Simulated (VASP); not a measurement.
The system is KMgBr3.

```xyz
5
Lattice="5.1096 0.0000 0.0000 0.0000 5.1096 0.0000 0.0000 0.0000 5.1096" Properties=species:S:1:pos:R:3 pbc="T T T"
K     0.0000    0.0000    0.0000
Mg    2.5548    2.5548    2.5548
Br    2.5548    2.5548    0.0000
Br    2.5548    0.0000    2.5548
Br    0.0000    2.5548    2.5548
```

| Quantity | Value |
| --- | --- |
| Program | VASP 6.6.1 |
| Task | relaxation of cell and atoms |
| Functional | PBEsol |
| Potentials or basis | VASP PAW PBE potentials, release 64 (K_sv, Mg, Br) |
| Cutoff | 600 eV |
| k mesh | 4 × 4 × 4 |
| Occupations | fermi-dirac, width 0.03 eV |
| Spin | no spin polarisation |

At the start: pressure 3.2 GPa; volume 26.68 Å³/atom.

Task: Where does the relaxation end?

Result: Over 3 steps the energy falls by 23.4 meV/atom and the volume is 29.28 Å³/atom (+9.8 %); space group Pm-3m (No. 221, to 0.1 Å) before and after.

Step by step:
```tsv
step	energy change (eV)	largest force (eV/Å)	pressure (GPa)	volume (Å³)
1	0.0000	0.0000	3.18	133.40
2	-0.1138	0.0000	0.47	143.90
3	-0.1172	0.0000	-0.03	146.42
```

Final structure:
```
K Mg Br
1.0
     5.27067    0.00000    0.00000
     0.00000    5.27067    0.00000
     0.00000    0.00000    5.27067
K Mg Br
1 1 3
Direct
  0.00000 0.00000 0.00000
  0.50000 0.50000 0.50000
  0.50000 0.50000 0.00000
  0.50000 0.00000 0.50000
  0.00000 0.50000 0.50000
```

Caveat: the PAW data sets were made with another functional, which shifts forces and pressure a little.
